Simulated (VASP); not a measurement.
SnSe: single point with PBE+D3(BJ)

The system is SnSe.

```
CELL_PARAMETERS angstrom
0.00000 -2.98877 -2.98877
0.00000 2.98877 -2.98877
5.97754 0.00000 0.00000
ATOMIC_POSITIONS crystal
Sn 0.47491 0.47491 0.50000
Sn 0.02509 0.02509 0.00000
Se 0.50984 0.50984 0.00000
Se 0.99016 0.99016 0.50000
```

This cell differs from its parent crystal: atoms displaced along a vibrational mode.

```
Program                : VASP 6.6.1
Task                   : single point
Functional             : PBE
Dispersion             : D3(BJ)
Potentials or basis    : VASP PAW PBE potentials, release 64 (Sn_d, Se)
Cutoff                 : 520 eV
k mesh                 : 8 × 8 × 6
Occupations            : gaussian, width 0.05 eV
Spin                   : no spin polarisation
Dipole correction      : no
Further INCAR settings : ALGO = Normal; EDIFF = 1e-06; NBANDS = 28
```

```yaml
Pressure: 0.1 GPa
Largest_force: 0.159 eV/Å
Band_gap_on_the_k_mesh: 0.22 eV
Dispersion_energy_per_atom: -0.361 eV
```

Forces on the atoms (eV/Å):
```
Sn   0.000  0.000 -0.159
Sn   0.000  0.000  0.159
Se   0.000  0.000  0.023
Se   0.000  0.000 -0.023
```

Stress tensor (GPa, compression positive):
```
-0.01  0.00  0.00
 0.00 -0.06  0.00
 0.00  0.00  0.28
```

Levels at points of the mesh, in eV from the valence-band top:
| k point | band 17 | band 18 | band 19 | band 20 | band 21 | band 22 | band 23 | band 24 |
| --- | --- | --- | --- | --- | --- | --- | --- | --- |
| (0.00, 0.00, 0.00) | -3.80 | -2.41 | -2.38 | -2.34 | 2.68 | 4.27 | 4.36 | 4.44 |
| (0.50, 0.00, 0.00) | -2.34 | -2.24 | -0.85 | -0.58 | 1.07 | 1.14 | 1.66 | 1.66 |
| (0.50, 0.50, 0.00) | -3.88 | -3.87 | -3.86 | -3.82 | 2.58 | 2.83 | 5.34 | 5.36 |
| (0.00, 0.00, 0.50) | -3.19 | -3.19 | -1.83 | -1.83 | 2.05 | 2.05 | 3.59 | 3.59 |
| (0.50, 0.00, 0.50) | -2.13 | -2.13 | -0.15 | -0.15 | 0.49 | 0.49 | 1.14 | 1.14 |
| (0.50, 0.50, 0.50) | -4.96 | -4.96 | -0.92 | -0.92 | 1.39 | 1.39 | 4.68 | 4.68 |

It took 67 s on 1 thread of Intel(R) Xeon(R) 6975P-C (Granite Rapids) (shared host), peak memory 0.37 GiB.

Caveat: the cell differs from its parent crystal (atoms displaced along a vibrational mode); semilocal functionals underestimate gaps, and a narrow one can read as zero; spin-orbit coupling is left out, which moves the levels of the heavy elements. A k mesh can miss the band edges.
